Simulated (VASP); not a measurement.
# Mo (I4/mmm) in VASP: further runs

Mo is run at these levels: PBE; tasks: single point.

All numbers are computed with VASP 6.6.1; they aren't measurements. Logs are shortened: lines on timing, memory, paths and dates and some standing lists are left out, and cuts for length are marked.

### 1 The cell of the first run

The structure is tetragonal, space group I4/mmm (No. 139). The conventional cell has a = 2.891 Å, b = 2.891 Å, c = 3.393 Å, α = 90.00°, β = 90.00°, γ = 90.00°. Mo (site symmetry 4/mmm) has 14 Mo at 2.66 to 3.39 Å within 3.5 Å.

### 2 Single point, PBE (strain -0.080 along x and y, +0.080 along z)

INCAR

```
SYSTEM = Mo
  PREC = Accurate
  ENCUT = 520
  EDIFF = 1E-7
  ISMEAR = 0
  SIGMA = 0.15
  LREAL = .False.
  LASPH = .True.
  NELM = 60
  ALGO = Fast
  ISIF = 2
  LWAVE = .False.
  LCHARG = .False.
  GGA = PE
  NBANDS = 13
```

KPOINTS

```
Automatic mesh
0
Gamma
  22 22 22
  0 0 0
```

POSCAR

```
Mo
1.0
   -1.4453200000      1.4453200000      1.6966800000
    1.4453200000     -1.4453200000      1.6966800000
    1.4453200000      1.4453200000     -1.6966800000
Mo
1
Direct
    0.0000000000      0.0000000000      0.0000000000
```

Potentials or basis: VASP PAW PBE potentials, release 64 (Mo_sv).

Command:

```bash
$ cat potpaw_PBE.64/Mo_sv/POTCAR > POTCAR
$ mpirun -np 1 vasp_std > vasp.out
```

OUTCAR:

```text
SYSTEM = Mo
   PREC = Accurate
   ENCUT = 520
   EDIFF = 1E-7
   ISMEAR = 0
   LREAL = .False.
   LASPH = .True.
   NELM = 60
   ISIF = 2
   GGA = PE

 ion  position               nearest neighbor table
   1  0.000  0.000  0.000-

  LATTYP: Found a body centered tetragonal cell.
 ALAT       =     2.8906400000
 C/A-ratio  =     1.1739130435

  Lattice vectors:

 A1 = (  -1.4453200000,   1.4453200000,   1.6966800000)
 A2 = (   1.4453200000,  -1.4453200000,   1.6966800000)
 A3 = (   1.4453200000,   1.4453200000,  -1.6966800000)

Analysis of symmetry for initial positions (statically):
=====================================================================
 Subroutine PRICEL returns:
 Original cell was already a primitive cell.

 Routine SETGRP: Setting up the symmetry group for a
 body centered tetragonal supercell.

 Subroutine GETGRP returns: Found 16 space group operations
 (whereof 16 operations were pure point group operations)
 out of a pool of 16 trial point group operations.

The static configuration has the point symmetry D_4h.

Analysis of symmetry for dynamics (positions and initial velocities):
=====================================================================
 Subroutine PRICEL returns:
 Original cell was already a primitive cell.

 Routine SETGRP: Setting up the symmetry group for a
 body centered tetragonal supercell.

 Subroutine GETGRP returns: Found 16 space group operations
 (whereof 16 operations were pure point group operations)
 out of a pool of 16 trial point group operations.

The dynamic configuration has the point symmetry D_4h.

 Subroutine INISYM returns: Found 16 space group operations
 (whereof 16 operations are pure point group operations),
 and found     1 'primitive' translations

----------------------------------------------------------------------------------------

                                     Primitive cell

  volume of cell :      14.1771

  direct lattice vectors                    reciprocal lattice vectors
    -1.445320000  1.445320000  1.696680000     0.000000000  0.345944151  0.294693165
     1.445320000 -1.445320000  1.696680000     0.345944151  0.000000000  0.294693165
     1.445320000  1.445320000 -1.696680000     0.345944151  0.345944151  0.000000000

  length of vectors
     2.656430467  2.656430467  2.656430467     0.454446275  0.454446275  0.489238910

  position of ions in fractional coordinates (direct lattice)
     0.000000000  0.000000000  0.000000000

  ion indices of the primitive-cell ions
   primitive index   ion index
                 1           1

----------------------------------------------------------------------------------------

 KPOINTS: Automatic mesh

Automatic generation of k-mesh.
 Grid dimensions read from file:
 generate k-points for:   22   22   22

 Generating k-lattice:

  Cartesian coordinates                     Fractional coordinates (reciprocal lattice)
     0.000000000  0.015724734  0.013395144     0.045454545  0.000000000 -0.000000000
     0.015724734  0.000000000  0.013395144     0.000000000  0.045454545 -0.000000000
     0.015724734  0.015724734  0.000000000     0.000000000  0.000000000  0.045454545

  Length of vectors
     0.020656649  0.020656649  0.022238132

  Shift w.r.t. Gamma in fractional coordinates (k-lattice)
     0.000000000  0.000000000  0.000000000

 Subroutine IBZKPT returns following result:
 ===========================================

 Found    834 irreducible k-points:

 Following reciprocal coordinates:
            Coordinates               Weight
  0.000000  0.000000  0.000000      1.000000
  0.045455 -0.000000  0.000000      8.000000
  0.090909 -0.000000  0.000000      8.000000
  0.136364 -0.000000  0.000000      8.000000
  0.181818  0.000000  0.000000      8.000000
  0.227273  0.000000 -0.000000      8.000000
[... 16 lines left out ...]
  0.500000  0.045455  0.000000     16.000000
 -0.454545  0.045455  0.000000     16.000000
 [... further k-points ...]
   k-points           NKPTS =    834   k-points in BZ     NKDIM =    834   number of bands    NBANDS=     13
   number of dos      NEDOS =    301   number of ions     NIONS =      1
   total plane-waves  NPLWV =   8000
   dimension x,y,z NGX =    20 NGY =   20 NGZ =   20
   dimension x,y,z NGXF=    40 NGYF=   40 NGZF=   40
   ions per type =               1
   NGX,Y,Z   is equivalent  to a cutoff of  12.52, 12.52, 12.52 a.u.
   NGXF,Y,Z  is equivalent  to a cutoff of  25.03, 25.03, 25.03 a.u.
 SYSTEM =  Mo
   PREC   = accura    normal or accurate (medium, high low for compatibility)
   ISTART =      0    job   : 0-new  1-cont  2-samecut
   ICHARG =      2    charge: 1-file 2-atom 10-const
   ISPIN  =      1    spin polarized calculation?
   LNONCOLLINEAR =      F non collinear calculations
   LSORBIT =      F    spin-orbit coupling
   LASPH  =      T    aspherical Exc in radial PAW
   ENCUT  =  520.0 eV  38.22 Ry    6.18 a.u.   4.94  4.94  4.94*2*pi/ulx,y,z
   NELM   =     60;   NELMIN=  2; NELMDL= -5     # of ELM steps
   EDIFF  = 0.1E-06   stopping-criterion for ELM
   LREAL  =      F    real-space projection
   EDIFFG = 0.1E-05   stopping-criterion for IOM
   NSW    =      0    number of steps for IOM
   IBRION =     -1    ionic relax: 0-MD 1-quasi-New 2-CG
   NFREE  =      0    steps in history (QN), initial steepest desc. (CG)
   ISIF   =      2    stress and relaxation
   ISYM   =      2    0-nonsym 1-usesym 2-fastsym
   POTIM  = 0.5000    time-step for ionic-motion
   TEBEG  =    0.0;   TEEND  =   0.0 temperature during run
   PSTRESS=    0.0 pullay stress
   NELECT =      14.0000    total number of electrons
   NUPDOWN=      -1.0000    fix difference up-down
   EMIN   =  10.00;   EMAX   =-10.00  energy-range for DOS
   EFERMI =   0.00;   METHOD = LEGACY
   ISMEAR =     0;   SIGMA  =   0.15  broadening in eV -4-tet -1-fermi 0-gaus
   EFERMI_NEDOS =   21; number of points for ismear=-14 and -15
   IALGO  =     68    algorithm
   IMIX   =      4    mixing-type and parameters
     AMIX     =   0.40;   BMIX     =  1.00
     AMIX_MAG =   1.60;   BMIX_MAG =  1.00
  volume/ion in A,a.u.               =      14.18        95.67
  Fermi-wavevector in a.u.,A,eV,Ry     =   1.630252  3.080730 36.160517  2.657723
  Thomas-Fermi vector in A             =   2.722584
   LORBIT       =      0    0 simple, 1 ext, 2 COOP (PROOUT), +10 PAW based schemes
   GGA     = PE    functional components
   LHFCALC =     F    Hartree Fock is set to
   AEXX    =    0.0000 exact exchange contribution
   IVDW    =     0    specifies the selected vdW correction
   LEPSILON=     F    determine dielectric tensor
   LRPA    =     F    only Hartree local field effects (RPA)
 non-spin polarized calculation
 RMM-DIIS sequential band-by-band and
 Gauss-broadening in eV      SIGMA  =   0.15
  energy-cutoff  :      520.00
  volume of cell :       14.18
 maximum number of plane-waves:       410
   NGX =  9   NGY =  9   NGZ =  9

 number of electron      13.9999998 magnetization

 Free energy of the ion-electron system (eV)
  ---------------------------------------------------
  ext. energy  EPLUGINS =         0.00000000
  ---------------------------------------------------
  free energy    TOTEN  =       -10.53628854 eV

  energy without entropy =      -10.52565160  energy(sigma->0) =      -10.53097007

 E-fermi :  14.1802     XC(G=0): -13.9431

 val. band max:       14.1784365222   @ k =  -0.2727  -0.2727   0.2273
 cond. band min:      14.1823445459   @ k =  -0.2273   0.5000   0.1818
 fundamental gap:      0.0039080237
 Fermi energy:        14.1802362025

 k-point     1 :       0.0000    0.0000    0.0000
  band No.  band energies     occupation
      1     -47.0380      2.00000
      2     -20.0508      2.00000
      3     -20.0508      2.00000
      4     -20.0345      2.00000
      5       6.7125      2.00000
      6      12.3443      2.00000
      7      12.3443      2.00000
      8      14.1611      1.14350
      9      14.5905      0.00011
     10      16.8913      0.00000
     11      27.5188      0.00000
     12      30.5786      0.00000
     13      30.5786      0.00000

 k-point     2 :       0.0455   -0.0000    0.0000
  band No.  band energies     occupation
      1     -47.0306      2.00000
      2     -20.0873      2.00000
      3     -20.0606      2.00000
      4     -20.0411      2.00000
      5       6.8118      2.00000
      6      12.3381      2.00000
      7      12.3813      2.00000
      8      14.1557      1.18283
      9      14.5536      0.00043
     10      16.8383      0.00000
     11      27.7095      0.00000
     12      30.6261      0.00000
     13      30.7462      0.00000

 k-point     3 :       0.0909   -0.0000    0.0000
  band No.  band energies     occupation
      1     -47.0090      2.00000
      2     -20.2085      2.00000
      3     -20.0891      2.00000
      4     -20.0446      2.00000
      5       7.0982      2.00000
      6      12.3093      2.00000
      7      12.4604      2.00000
      8      14.1779      1.01739
      9      14.4735      0.00569
     10      16.7011      0.00000
     11      28.2282      0.00000
     12      30.6990      0.00000
     13      31.2391      0.00000
[... 305 lines left out ...]
 k-point    23 :       0.5000    0.0455    0.0000
  band No.  band energies     occupation
      1     -46.6600      2.00000
      2     -21.9424      2.00000
      3     -20.5292      2.00000
      4     -20.0998      2.00000
      5       8.5173      2.00000
      6      11.2324      2.00000
      7      14.3115      0.21587
      8      15.6964      0.00000
      9      17.6147      0.00000
     10      19.4330      0.00000
     11      26.6714      0.00000
     12      27.0180      0.00000
     13      33.5765      0.00000

 k-point    24 :      -0.4545    0.0455    0.0000
  band No.  band energies     occupation
      1     -46.6744      2.00000
      2     -21.8771      2.00000
      3     -20.5094      2.00000
      4     -20.1016      2.00000
      5       8.5810      2.00000
      6      11.2895      2.00000
      7      14.2150      0.74339
      8      15.4210      0.00000
      9      17.5087      0.00000
     10      19.0143      0.00000
     11      26.6037      0.00000
     12      27.7192      0.00000
     13      34.1946      0.00000

 [... further k-points ...]

------------------------ aborting loop because EDIFF is reached ----------------------------------------

  FORCE on cell =-STRESS in cart. coord.  units (eV):
  Direction    XX          YY          ZZ          XY          YZ          ZX
  --------------------------------------------------------------------------------------
  -------------------------------------------------------------------------------------
  Total        4.5190038      4.5190038      1.1567084      0.0000000      0.0000000      0.0000000
  in kB      510.6993788    510.6993788    130.7213483      0.0000000      0.0000000      0.0000000
  external PRESSURE =     384.0400353 kB  Pullay stress =       0.0000000 kB

 VOLUME and BASIS-vectors are now :
 -----------------------------------------------------------------------------
  energy-cutoff  :      520.00
  volume of cell :       14.18
      direct lattice vectors                 reciprocal lattice vectors
    -1.445320000  1.445320000  1.696680000     0.000000000  0.345944151  0.294693165
     1.445320000 -1.445320000  1.696680000     0.345944151  0.000000000  0.294693165
     1.445320000  1.445320000 -1.696680000     0.345944151  0.345944151  0.000000000

 POSITION                                       TOTAL-FORCE (eV/Angst)
 -----------------------------------------------------------------------------------
      0.00000      0.00000      0.00000        -0.000000      0.000000     -0.000000
 -----------------------------------------------------------------------------------
    total drift:                                0.000000      0.000000      0.000000

  FREE ENERGIE OF THE ION-ELECTRON SYSTEM (eV)
  ---------------------------------------------------
  free  energy   TOTEN  =       -10.5362885433 eV

  energy  without entropy=      -10.5256516019  energy(sigma->0) =      -10.53097007
```

Run time: 93 s. Hardware: 1 thread of Intel Xeon 6975P-C (Granite Rapids), shared host; peak memory 0.25 GiB.

What came out:

* Free energy: -10.5363 eV
* Pressure: 38.4 GPa
* Band gap on the k mesh: zero (band 7 reaches 18.47 eV, above the bottom of band 8 at 12.92 eV)

Caveat: the cell differs from its parent crystal (strain -0.080 along x and y, +0.080 along z).

### 3 Single point, PBE (strain +0.000 along x and y, -0.080 along z)

INCAR

```
SYSTEM = Mo
PREC = Accurate
ENCUT = 520
EDIFF = 1E-6
ISMEAR = 0
SIGMA = 0.15
LREAL = .FALSE.
LASPH = .TRUE.
NELM = 80
ALGO = Fast
ISIF = 2
LWAVE = .FALSE.
LCHARG = .FALSE.
GGA = PE
NBANDS = 13
```

KPOINTS

```
regular mesh
0
G
  22 22 22
  0 0 0
```

POSCAR

```
Mo
1.0
   -1.5710000000      1.5710000000      1.4453200000
    1.5710000000     -1.5710000000      1.4453200000
    1.5710000000      1.5710000000     -1.4453200000
Mo
1
Direct
    0.0000000000      0.0000000000      0.0000000000
```

Potentials or basis: VASP PAW PBE potentials, release 64 (Mo_sv).

Command:

```bash
$ cat potpaw_PBE.64/Mo_sv/POTCAR > POTCAR
$ mpirun -np 1 vasp_std > vasp.out
```

Wall time 69 s (1 thread of Intel Xeon 6975P-C (Granite Rapids), shared host); peak memory 0.25 GiB.

Results (log left out):

```yaml
Free_energy: -10.7127 eV
Pressure: 34.3 GPa
Band_gap_on_the_k_mesh: zero (band 7 reaches 18.57 eV, above the bottom of band 8 at 12.74 eV)
```

Stress tensor (GPa, compression positive):
```
24.07  0.00  0.00
 0.00 24.07  0.00
 0.00  0.00 54.63
```

Levels at points of the mesh, in eV from the Fermi level:
```csv
k point,band 5,band 6,band 7,band 8,band 9,band 10
"(0.00, 0.00, 0.00)",-7.50,-2.23,-1.09,-1.09,1.01,2.50
"(0.50, 0.00, 0.00)",-5.95,-4.20,1.88,2.33,3.39,5.41
"(0.50, 0.50, 0.00)",-5.77,-3.02,0.95,1.55,2.18,5.27
"(0.50, 0.50, 0.50)",-6.29,-6.05,4.45,4.45,4.78,9.10
```

Caveat: the cell differs from its parent crystal (strain +0.000 along x and y, -0.080 along z).

(Continued in part 2 of 2.)
